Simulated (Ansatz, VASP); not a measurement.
**Two plane-wave programs on Te**

POSCAR

```
Te
1.0
    4.4540000000      0.0000000000      0.0000000000
   -2.2270000000      3.8572771485      0.0000000000
    0.0000000000      0.0000000000      5.9240000000
Te
3
Direct
    0.7310000000      0.7310000000      0.0000000000
    0.0000000000      0.2690000000      0.6666666667
    0.2690000000      0.0000000000      0.3333333333
```

File INCAR.step1:

```
PREC     = Accurate       # precision mode
ENCUT    = 520            # plane-wave cutoff, eV
EDIFF    = 1E-5           # SCF threshold, eV
ISMEAR   = -1             # smearing method
SIGMA    = 0.05           # smearing width, eV
LREAL    = F              # projectors in reciprocal space
LASPH    = T              # aspherical terms in the spheres
NELM     = 100            # most SCF steps
ALGO     = Normal         # electronic algorithm
ISIF     = 2              # what is computed and relaxed
LWAVE    = T              # write WAVECAR
LCHARG   = F              # write CHGCAR
GGA      = PE             # functional
NBANDS   = 16             # bands
```

INCAR.step2

```
PREC     = Accurate       # precision mode
ENCUT    = 520            # plane-wave cutoff, eV
EDIFF    = 1E-7           # SCF threshold, eV
ISMEAR   = -1             # smearing method
SIGMA    = 0.05           # smearing width, eV
LREAL    = F              # projectors in reciprocal space
LASPH    = T              # aspherical terms in the spheres
NELM     = 100            # most SCF steps
ALGO     = Normal         # electronic algorithm
ISIF     = 2              # what is computed and relaxed
LWAVE    = F              # write WAVECAR
LCHARG   = F              # write CHGCAR
GGA      = PE             # functional
LHFCALC  = T              # exact exchange
AEXX     = 0.25           # exact-exchange fraction
HFSCREEN = 0.6            # screening, 1/A
PRECFOCK = Normal       
ISTART   = 1            
NBANDS   = 16             # bands
```

Contents of KPOINTS:

```
Automatic mesh
0
Gamma
  4 4 3
```

Contents of input.yaml:

```yaml
crystal:
  lattice:
    - [4.454, 0.0, 0.0]
    - [-2.227, 3.8572771485, 0.0]
    - [0.0, 0.0, 5.924]
  atoms:
    - { symbol: Te, position: [0.731, 0.731, 0.0] }
    - { symbol: Te, position: [0.0, 0.269, 0.6666666667] }
    - { symbol: Te, position: [0.269, 0.0, 0.3333333333] }
hamiltonian:
  xc: { exchange: pbe, correlation: pbe, exx: { coeff: 0.25, omega: 0.6 } }
  pseudopotentials: { kind: paw }
kpoints:
  mp_grid: { grid: [4, 4, 3] }
scf:
  occupations: { method: fermi_dirac, width: 0.05 }
output:
  forces: true
  stress: true
  eigenvalues: true
```

Alike in both runs: task single point; functional PBE-based screened hybrid with a share of 0.25 of exact exchange and HFSCREEN = 0.6; k mesh 4 × 4 × 3; occupations fermi-dirac, width 0.05 eV; no spin polarisation.

```csv
,VASP,Ansatz
version,VASP 6.6.1,Ansatz 0.2.0
potentials or method,"VASP PAW PBE potentials, release 64 (Te)",Ansatz PAW
plane-wave cutoff (eV),520,420
valence electrons in the cell,18,48
```

|  | VASP | Ansatz | Ansatz less VASP |
| --- | --- | --- | --- |
| gap on the k mesh at the Fermi level (eV) | 0.93 | 0.94 | +0.016 |
| least direct gap on the mesh (eV) | 1.14 | 1.16 | +0.022 |
| pressure (GPa) | 0.3 | 0.7 | +0.33 |
| traceless stress, the component that is largest in VASP (GPa) | -0.39 | -0.31 | +0.082 |
| rms of the force components (eV/Å) | 0.033 | 0.031 | -0.0020 |

VASP's potentials were made for PBE, not for PBE-based screened hybrid. Atom by atom the forces differ by 0.002 eV/Å (rms over components). VASP's potentials hold 18 valence electrons a cell and Ansatz's 48, so a difference there can come from the potentials and not from the codes.

Spin-orbit coupling is off throughout. Noted on Ansatz's run: odd divisions of the mesh miss points on the zone boundary, where band edges often lie, so the gap on the mesh can be too wide.
